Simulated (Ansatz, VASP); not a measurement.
One calculation of InP, two programs

```
In P
1.0
     0.00000    2.85870    2.85870
     2.85870    0.00000    2.85870
     2.85870    2.85870    0.00000
In P
1 1
Direct
  0.00000 0.00000 0.00000
  0.25000 0.25000 0.25000
```

Alike in both runs: task single point; functional PBEsol; k mesh 14 × 14 × 14; occupations gaussian, width 0.05 eV; no spin polarisation.

|  | VASP | Ansatz |
| --- | --- | --- |
| version | VASP 6.6.1 | Ansatz 0.2.0 |
| potentials or method | VASP PAW PBE potentials, release 64 (In_d, P), cutoff 520 eV | scalar-relativistic, plane waves, PAW |
| valence electrons in the cell | 18 | 18 |

```tsv
	VASP	Ansatz	Ansatz less VASP
gap on the k mesh at the Fermi level (eV)	1.01	1.01	+0.001
least direct gap on the mesh (eV)	1.01	1.01	+0.001
pressure (GPa)	6.7	6.7	+0.04
```

VASP's potentials were made for PBE, not for PBEsol.
